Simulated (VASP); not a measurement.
Runs of VASP 6.6.1 on GaN. The structure is that of space group P6_3mc (No. 186), or close to it. The cells are those of the table. 

```csv
task,level,potentials or basis,cell,cutoff (eV),gap on the mesh (eV),pressure (GPa),relaxed volume (Å³/atom)
relaxation of cell and atoms,LDA,"VASP PAW LDA potentials, release 64 (Ga_d, N)","relaxed from a = 3.180, b = 3.180, c = 5.166 Å, angles 90.0, 90.0, 120.0°, 4 atoms",600,2.11,0.0,11.11
single point,revPBE+D3(BJ),"VASP PAW PBE potentials, release 64 (Ga_d, N)","a = 3.192, b = 3.192, c = 5.203 Å, angles 90.0, 90.0, 120.0°, 4 atoms",520,1.92,-0.2,-
single point,LDA,"VASP PAW LDA potentials, release 64 (Ga_d, N)","a = 3.152, b = 3.152, c = 5.138 Å, angles 90.0, 90.0, 120.0°, 4 atoms",520,(a),(b),-
relaxation of cell and atoms,RPBE,"VASP PAW PBE potentials, release 64 (Ga_d, N)","relaxed from a = 3.180, b = 3.180, c = 5.166 Å, angles 90.0, 90.0, 120.0°, 4 atoms",600,1.62,0.0,12.03
single point,RPBE,"VASP PAW PBE potentials, release 64 (Ga_d, N)","a = 3.244, b = 3.244, c = 5.283 Å, angles 90.0, 90.0, 120.0°, 4 atoms",520,1.62,(c),-
```

Alike in all rows: no spin polarisation; k mesh 12 × 12 × 4; smearing gaussian 0.01 eV.

Q: Fill in the values left out.

A: (a) 2.15; (b) 1.1; (c) -0.1.

Caveats: the PAW data sets were made with another functional, which shifts forces and pressure a little (some runs).

A k mesh can miss the band edges, and the runs leave out spin-orbit coupling on Ga.
